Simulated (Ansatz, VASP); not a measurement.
**NaCl in VASP and in Ansatz**

INCAR

```
PREC     = Accurate       # precision mode
ENCUT    = 520            # plane-wave cutoff, eV
EDIFF    = 1E-6           # SCF threshold, eV
ISMEAR   = 0              # smearing method
SIGMA    = 0.01           # smearing width, eV
LREAL    = False          # projectors in reciprocal space
LASPH    = True           # aspherical terms in the spheres
NELM     = 100            # most SCF steps
ALGO     = Normal         # electronic algorithm
ISIF     = 2              # what is computed and relaxed
LWAVE    = False          # write WAVECAR
LCHARG   = False          # write CHGCAR
NBANDS   = 14             # bands
```

Contents of KPOINTS:

```
regular mesh
0
Gamma
  8 8 8
```

File POSCAR:

```
NaCl
1.0
    0.0000000000      2.7321936073      2.7321936073
    2.7321936073      0.0000000000      2.7321936073
    2.7321936073      2.7321936073      0.0000000000
Na Cl
1 1
Direct
    0.0000000000      0.0000000000      0.0000000000
    0.5000000000      0.5000000000      0.5000000000
```

Input for Ansatz:

```yaml
crystal:
  lattice:
    - [0.0, 2.73219360726, 2.73219360726]
    - [2.73219360726, 0.0, 2.73219360726]
    - [2.73219360726, 2.73219360726, 0.0]
  atoms:
    - { symbol: Na, position: [0.0, 0.0, 0.0] }
    - { symbol: Cl, position: [0.5, 0.5, 0.5] }
kpoints:
  mp_grid: { grid: [8, 8, 8] }
scf:
  occupations: { method: fixed }
hamiltonian:
  xc: lda
  pseudopotentials: { kind: paw }
output:
  forces: true
  stress: true
  eigenvalues: true
  eigenstates:
    nscf_kmesh: { grid: [12, 12, 12] }
    de_dk: true
    e_range: [-9, 15.07365844852]
  optics:
    e_range: [0, 20]
    de: 0.2
    sigma: 0.15
    bands: { spectra_wanted_up_to: 20 }
    nscf_kmesh: { grid: [12, 12, 12] }
checkpoint:
  write: ck
  write_wavefunctions: false
```

Alike in both runs: task single point; functional LDA; k mesh 8 × 8 × 8; no spin polarisation.

|  | VASP | Ansatz |
| --- | --- | --- |
| version | VASP 6.6.1 | Ansatz 0.2.0 |
| potentials or method | VASP PAW LDA potentials, release 64 (Na_pv, Cl) | PAW with Ansatz's default frozen-core files, scalar-relativistic |
| plane-wave cutoff (eV) | 520 | 420 |
| occupations | gaussian, width 0.01 eV | fixed |
| valence electrons in the cell | 14 | 16 |

Ansatz gave:

```
gap on the k mesh at the Fermi level (eV) : 5.07
pressure (GPa)                            : 0.0
```

Estimate VASP's values.

gap on the k mesh at the Fermi level (eV): 5.08; pressure (GPa): 0.0.

LDA's correlation is that of Perdew and Zunger in VASP and of Perdew and Wang (1992) in Ansatz. VASP's potentials hold 14 valence electrons a cell and Ansatz's 16, so a difference there can come from the potentials and not from the codes.
